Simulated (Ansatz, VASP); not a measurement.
TiPd: VASP beside Ansatz

INCAR

```
PREC = Accurate
ENCUT = 520
EDIFF = 1E-6
ISMEAR = -1
SIGMA = 0.05
LREAL = F
LASPH = T
NELM = 60
ALGO = Normal
ISIF = 2
LWAVE = F
LCHARG = F
NBANDS = 18
```

Contents of KPOINTS:

```
Automatic mesh
0
Gamma
  8 8 6
```

POSCAR

```
TiPd
1.0
    2.7175716603      0.0000000000      0.0000000000
    0.0000000000      2.7175716603      0.0000000000
    0.0000000000      0.0000000000      3.7323541054
Ti Pd
1 1
Direct
    0.0000000000      0.0000000000      0.0000000000
    0.5000000000      0.5000000000      0.5000000000
```

Input for Ansatz:

```yaml
crystal:
  lattice:
    - [2.7175716602539275, 0.0, 0.0]
    - [0.0, 2.7175716602539275, 0.0]
    - [0.0, 0.0, 3.7323541053905975]
  atoms:
    - { symbol: Ti, position: [0.0, 0.0, 0.0] }
    - { symbol: Pd, position: [0.5, 0.5, 0.5] }
basis:
  ecutwfc: 500.0
kpoints:
  mp_grid:
    grid: [8, 8, 6]
hamiltonian:
  xc: lda
scf:
  occupations:
    method: fermi_dirac
    width: 0.05
output:
  stress: true
```

Alike in both runs: task single point; functional LDA; k mesh 8 × 8 × 6; occupations fermi-dirac, width 0.05 eV; no spin polarisation.

```csv
,VASP,Ansatz
version,VASP 6.6.1,Ansatz 0.2.0
potentials or method,"VASP PAW LDA potentials, release 64 (Ti_sv, Pd), cutoff 520 eV","plane waves, PAW"
valence electrons in the cell,22,30
```

```tsv
	VASP	Ansatz	Ansatz less VASP
pressure (GPa)	11.4	11.1	-0.29
traceless stress, the component that is largest in VASP (GPa)	0.43	0.34	-0.098
```

LDA's correlation is that of Perdew and Zunger in VASP and of Perdew and Wang (1992) in Ansatz. VASP's potentials hold 22 valence electrons a cell and Ansatz's 30, so a difference there can come from the potentials and not from the codes.
